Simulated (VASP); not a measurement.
ScCd, 2 atoms in the cell. The structure is cubic, space group Pm-3m (No. 221). The conventional cell has a = 3.055 Å, b = 3.055 Å, c = 3.055 Å, α = 90.00°, β = 90.00°, γ = 90.00°. Within 3.5 Å of Sc (site symmetry m-3m) lie 8 Cd at 2.65 Å and 6 Sc at 3.05 Å. Cd (site symmetry m-3m) has 8 Sc at 2.65 Å and 6 Cd at 3.05 Å within 3.5 Å. 

```yaml
Program: VASP 6.6.1
Task: single point
Functional: LDA
Potentials_or_basis: VASP PAW LDA potentials, release 64 (Sc_sv, Cd)
Cutoff: 520 eV
k_mesh: 10 × 10 × 10
Occupations: fermi-dirac, width 0.05 eV
Spin: no spin polarisation
Dipole_correction: no
Further_INCAR_settings: ALGO = Normal; EDIFF = 1e-07; NBANDS = 18
```

Potentials or basis: VASP PAW LDA potentials, release 64 (Sc_sv, Cd).

Launch:

```bash
$ cat potpaw_LDA.64/Sc_sv/POTCAR potpaw_LDA.64/Cd/POTCAR > POTCAR
$ mpirun -np 1 vasp_std > vasp.out
```

Hardware: 1 thread of Intel(R) Xeon(R) 6975P-C (Granite Rapids), on a shared host.

Q: How long does it take, and how much memory?

A: It took 11 s on 1 thread of Intel(R) Xeon(R) 6975P-C (Granite Rapids) (shared host), peak memory 0.15 GiB. Counts: scf iterations 13, k points 56.
